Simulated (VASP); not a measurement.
TiTe2: single point with r2SCAN

Crystal: TiTe2.

```
CELL_PARAMETERS angstrom
3.81822 0.00000 0.00000
-1.90911 3.30668 0.00000
0.00000 0.00000 6.74015
ATOMIC_POSITIONS crystal
Te 0.33333 0.66667 0.75016
Te 0.66667 0.33333 0.24984
Ti 0.00000 0.00000 0.00000
```

- Program: VASP 6.6.1
- Task: single point
- Functional: r2SCAN
- Potentials or basis: VASP PAW PBE potentials, release 64 (Te, Ti_sv)
- Cutoff: 520 eV
- k mesh: 8 × 8 × 4
- Occupations: fermi-dirac, width 0.05 eV
- Spin: no spin polarisation
- Dipole correction: no
- Further INCAR settings: ALGO = Normal; EDIFF = 1e-07; NBANDS = 19

```yaml
Pressure: 0.1 GPa
Largest_force: 0.018 eV/Å
Band_gap_on_the_k_mesh: zero (band 12 reaches 6.48 eV, above the bottom of band 13 at 5.97 eV)
```

Forces on the atoms (eV/Å):
```
Te   0.000  0.000 -0.018
Te   0.000  0.000  0.018
Ti   0.000  0.000  0.000
```

Levels at points of the mesh, in eV from the Fermi level:
```
           k point  band 8  band 9  band 10  band 11  band 12  band 13  band 14  band 15  band 16  band 17
(0.00, 0.00, 0.00)   -2.01   -2.01     0.09     0.36     0.36     0.51     0.83     0.83     3.16     3.16
(0.50, 0.00, 0.00)   -3.94   -2.67    -2.53    -2.10    -1.28     0.08     1.12     1.50     2.51     3.22
(0.00, 0.00, 0.50)   -2.49   -1.97    -1.97     0.35     0.35     0.64     0.64     1.07     3.42     3.42
(0.50, 0.00, 0.50)   -4.54   -2.58    -2.26    -1.34    -0.97    -0.15     1.12     1.47     2.72     3.38
```

Wall time 120 s on 1 thread of Intel(R) Xeon(R) 6975P-C (Granite Rapids) (shared host), peak memory 0.23 GiB.

Caveat: the PAW data sets were made with another functional, which shifts forces and pressure a little; spin-orbit coupling is left out, which moves the levels of the heavy elements.
